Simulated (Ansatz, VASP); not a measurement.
## S in VASP and in Ansatz

```
S
1.0
     5.45134    0.00000    0.00000
    -2.72567    4.72100    0.00000
     0.00000    0.00000    2.14040
S
3
Direct
  0.00000 0.00000 0.00000
  0.33333 0.66667 0.50000
  0.66667 0.33333 0.50000
```

Change from the starting cell: volume scaled by 0.65, PAW files.

Alike in both runs: task single point; functional PBE; k mesh 8 × 8 × 11; occupations fermi-dirac, width 0.1 eV; no spin polarisation.

```csv
,VASP,Ansatz
version,VASP 6.6.1,Ansatz 0.2.0
potentials or method,"VASP PAW PBE potentials, release 64 (S)","PAW with Ansatz's default frozen-core files, scalar-relativistic"
plane-wave cutoff (eV),520,420
valence electrons in the cell,18,18
```

```csv
,VASP,Ansatz,Ansatz less VASP
pressure (GPa),4.9,5.3,+0.36
"traceless stress, the component that is largest in VASP (GPa)",-0.46,0.08,+0.541
```

The functional is the same, so the differences come from potentials, cutoffs and numerics.
